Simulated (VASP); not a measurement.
## W: single point with r2SCAN

The system is W.

```
W
1.0
     0.00000    2.03000    2.11120
     2.03000    0.00000    2.11120
     2.03000    2.03000    0.00000
W
1
Direct
  0.00000 0.00000 0.00000
```

This cell differs from its parent crystal: strain +0.0400 x Voigt [0, 0, 1, 0, 0, 0].

* Program: VASP 6.6.1
* Task: single point
* Functional: r2SCAN
* Potentials or basis: VASP PAW PBE potentials, release 64 (W_sv)
* Cutoff: 520 eV
* k mesh: 20 × 20 × 20
* Occupations: gaussian, width 0.15 eV
* Spin: no spin polarisation

```
Pressure               : -17.6 GPa
Band gap on the k mesh : zero (bands 7 and 8 overlap by 3.37 eV)
```

Stress tensor (GPa, compression positive):
```
-21.54   0.00   0.00
  0.00 -21.54   0.00
  0.00   0.00  -9.82
```

Levels at points of the mesh, in eV from the Fermi level:
```csv
k point,band 3,band 4,band 5,band 6,band 7,band 8,band 9,band 10,band 11,band 12
"(0.00, 0.00, 0.00)",-38.80,-38.80,-9.23,-0.97,-0.38,-0.38,2.12,2.94,13.25,17.75
"(0.50, 0.00, 0.00)",-38.99,-38.91,-5.64,-1.02,-0.39,0.23,4.66,4.92,9.90,12.83
"(0.50, 0.50, 0.00)",-39.12,-39.12,-5.43,-4.46,2.12,4.92,5.40,5.40,11.96,12.18
"(0.50, 0.00, 0.50)",-39.23,-39.18,-5.34,-4.48,2.90,4.77,5.14,5.68,11.26,11.79
```

Wall time 5.1 min on 1 thread of Intel(R) Xeon(R) 6975P-C (Granite Rapids) (shared host), peak memory 0.26 GiB.

Caveat: the cell differs from its parent crystal (strain +0.0400 x Voigt [0, 0, 1, 0, 0, 0]); the stress differs along the axes, from -22 to -10 GPa; the PAW data sets were made with another functional, which shifts forces and pressure a little; spin-orbit coupling is left out, which moves the levels of the heavy elements.
